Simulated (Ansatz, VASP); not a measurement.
**SnTe: VASP beside Ansatz**

```
Sn Te
1.0
     0.00000    3.15517    3.15517
     3.15517    0.00000    3.15517
     3.15517    3.15517    0.00000
Sn Te
1 1
Direct
  0.00000 0.00000 0.00000
  0.50000 0.50000 0.50000
```

Alike in both runs: functional PBE; dispersion D3(BJ); k mesh 16 × 16 × 16; occupations gaussian, width 0.1 eV; no spin polarisation.

Ansatz relaxed the structure, and its values are those at the end. VASP's run is a single point on that final structure, the one shown.

|  | VASP | Ansatz |
| --- | --- | --- |
| version | VASP 6.6.1 | Ansatz 0.2.0 |
| potentials or method | VASP PAW PBE potentials, release 64 (Sn_d, Te), cutoff 520 eV | scalar-relativistic, plane waves, PAW |
| valence electrons in the cell | 20 | 30 |

Ansatz gave:

* gap on the k mesh at the Fermi level (eV): 0.08
* least direct gap on the mesh (eV): 0.08
* pressure (GPa): 0.0

What did VASP give for the same quantities?

gap on the k mesh at the Fermi level (eV): 0.08; least direct gap on the mesh (eV): 0.08; pressure (GPa): -0.1.

VASP's potentials hold 20 valence electrons a cell and Ansatz's 30, so a difference there can come from the potentials and not from the codes. Ansatz's warnings: relaxed geometry near dispersion switch.

Spin-orbit coupling is off throughout.
